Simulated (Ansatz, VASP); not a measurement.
Ba: VASP beside Ansatz

INCAR

```
SYSTEM = Ba
PREC = Accurate ; ENCUT = 600
EDIFF = 1E-6 ; ISMEAR = -1
SIGMA = 0.1 ; LREAL = .False.
LASPH = .True. ; NELM = 60
ALGO = Normal ; ISIF = 3
LWAVE = .False. ; LCHARG = .False.
GGA = B5 ; ALDAX = 1.0
AGGAX = 1.0 ; AGGAC = 1.0
ALDAC = 0.0 ; IBRION = 2
NSW = 80 ; EDIFFG = -0.01
```

Contents of KPOINTS:

```
regular mesh
0
Gamma
  8 8 3
  0 0 0
```

Contents of POSCAR:

```
Ba
1.0
    4.4544873730      0.0000000000      0.0000000000
   -2.2272436865      3.8576992259      0.0000000000
    0.0000000000      0.0000000000     14.5483557602
Ba
4
Direct
    0.0000000000      0.0000000000      0.0000000000
    0.0000000000      0.0000000000      0.5000000000
    0.3333333333      0.6666666667      0.2500000000
    0.6666666667      0.3333333333      0.7500000000
```

Input for Ansatz:

```yaml
crystal:
  lattice:
    - [4.454487373, 0.0, 0.0]
    - [-2.2272436865, 3.8576992259, 0.0]
    - [0.0, 0.0, 14.5483557602]
  atoms:
    - { symbol: Ba, position: [0.0, 0.0, 0.0] }
    - { symbol: Ba, position: [0.0, 0.0, 0.5] }
    - { symbol: Ba, position: [0.3333333333, 0.6666666667, 0.25] }
    - { symbol: Ba, position: [0.6666666667, 0.3333333333, 0.75] }
hamiltonian:
  xc: blyp
  pseudopotentials:
    kind: paw
    azcp:
      Ba: "pseudopotentials/Ba.paw.azcp"
basis:
  ecutwfc: 420
  fft_grid_basis: typed
kpoints:
  mp_grid: { grid: [8, 8, 3], shift: [0, 0, 0] }
magnetization:
  spin_polarized: false
scf:
  occupations: { method: fermi_dirac, width: 0.1 }
relax:
  max_steps: 60
  f_tol: 0.01
  cell: {}
```

Alike in both runs: task relaxation of cell and atoms; functional BLYP; k mesh 8 × 8 × 3; occupations fermi-dirac, width 0.1 eV; no spin polarisation.

|  | VASP | Ansatz |
| --- | --- | --- |
| version | VASP 6.6.1 | Ansatz 0.2.0 |
| potentials or method | VASP PAW PBE potentials, release 64 (Ba_sv), cutoff 600 eV | plane waves (420 eV) with PAW, scalar-relativistic |
| valence electrons in the cell | 40 | 40 |

VASP gave:

```
relaxed volume (Å³/atom)                                        : 67.65
relaxed length of the cell vector where the two differ most in proportion (Å) : 4.575
```

Question: What did Ansatz give for the same quantities?

Answer: Relaxed volume (Å³/atom): 67.12; relaxed length of the cell vector where the two differ most in proportion (Å): 4.563.

VASP's potentials were made for PBE, not for BLYP.

Neither program's run includes spin-orbit coupling.
